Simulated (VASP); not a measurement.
Au:

```
Au
1.0
     0.00000    2.02134    2.02134
     2.02134    0.00000    2.02134
     2.02134    2.02134    0.00000
Au
1
Direct
  0.00000 0.00000 0.00000
```

Base run:

* Program: VASP 6.6.1
* Functional: LDA
* Potentials or basis: VASP PAW LDA potentials, release 64 (Au)
* Cutoff: 520 eV
* k mesh: 11 × 11 × 11
* Occupations: fermi-dirac, width 0.05 eV
* Spin: no spin polarisation

Its results: pressure 1.2 GPa.

Problem. The run is repeated on the same cell with these changes: potentials or basis from VASP PAW LDA potentials, release 64 (Au) to VASP PAW LDA potentials, release 64 (Au_sv_GW); cutoff from 520 eV to 500 eV; further incar settings from ALGO = Normal; EDIFF = 1e-06; NBANDS = 12 to ALGO = Normal; EDIFF = 1e-06; NBANDS = 16; valence electrons from 11 to 19. What comes out?

Solution. Pressure -0.4 GPa.
